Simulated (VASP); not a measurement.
Crystal: Hf.

```xyz
2
Lattice="3.1967 0.0000 0.0000 -1.5983 2.7684 0.0000 0.0000 0.0000 5.0578" Properties=species:S:1:pos:R:3 pbc="T T T"
Hf    0.0000    1.8456    1.2645
Hf    1.5984    0.9228    3.7934
```

* Program: VASP 6.6.1
* Task: relaxation of cell and atoms
* Functional: PBEsol
* Potentials or basis: VASP PAW PBE potentials, release 64 (Hf_pv)
* Cutoff: 600 eV
* k mesh: 6 × 6 × 4
* Occupations: fermi-dirac, width 0.05 eV
* Spin: no spin polarisation

At the start: pressure -4.0 GPa; volume 22.38 Å³/atom.

Question: How do energy, volume and symmetry change on relaxing?

Answer: Over 5 steps the energy falls by 10.8 meV/atom and the volume is 21.53 Å³/atom (-3.8 %); space group P6_3/mmc (No. 194, to 0.1 Å) before and after.

Step by step:
```csv
step,energy change (eV),largest force (eV/Å),pressure (GPa),volume (Å³)
1,0.0000,0.0000,-3.96,44.76
2,0.0058,0.0000,5.03,41.27
3,-0.0215,0.0000,-0.02,43.08
4,-0.0215,0.0000,0.07,43.05
5,-0.0217,0.0000,0.06,43.06
```

Final structure:
```
Hf
1.0
     3.15046    0.00000    0.00000
    -1.57523    2.72838    0.00000
     0.00000    0.00000    5.00895
Hf
2
Cartesian
  0.0000 1.8189 1.2522
  1.5752 0.9095 3.7567
```

Caveat: the k points lie up to 0.38 Å⁻¹ apart in the final cell, too coarse for converged energies and pressures of a metal; the PAW data sets were made with another functional, which shifts forces and pressure a little.
